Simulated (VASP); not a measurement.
H2Se: single point with PBE

H2Se:

```
H Se
1.0
     3.27225    0.00000    0.00000
    -1.63613    2.83385    0.00000
     0.00000    0.00000    2.84621
H Se
2 1
Direct
  0.33333 0.66667 0.50000
  0.66667 0.33333 0.50000
  0.00000 0.00000 0.00000
```

| Quantity | Value |
| --- | --- |
| Program | VASP 6.6.1 |
| Task | single point |
| Functional | PBE |
| Potentials or basis | VASP PAW PBE potentials, release 64 (H, Se) |
| Cutoff | 520 eV |
| k mesh | 18 × 18 × 18 |
| Occupations | gaussian, width 0.1 eV |
| Spin | no spin polarisation |

| Quantity | Value |
| --- | --- |
| Pressure | -0.1 GPa |
| Band gap on the k mesh | zero (bands 4 and 5 overlap by 5.85 eV) |

Levels at points of the mesh, in eV from the Fermi level:
```csv
k point,band 1,band 2,band 3,band 4,band 5,band 6,band 7,band 8
"(0.00, 0.00, 0.00)",-16.37,-1.84,-0.11,-0.11,1.09,2.53,7.16,8.22
"(0.50, 0.00, 0.00)",-14.08,-8.91,-1.91,-1.55,2.45,4.55,9.35,12.00
"(0.00, 0.00, 0.50)",-13.47,-9.83,1.50,1.50,2.87,3.76,8.78,10.95
"(0.50, 0.00, 0.50)",-11.77,-6.17,-4.59,-4.51,0.05,1.05,7.01,7.60
```

It took 35 s on 1 thread of AMD EPYC 9R45 96-Core Processor (Zen 5), on a shared host, peak memory 0.19 GiB.
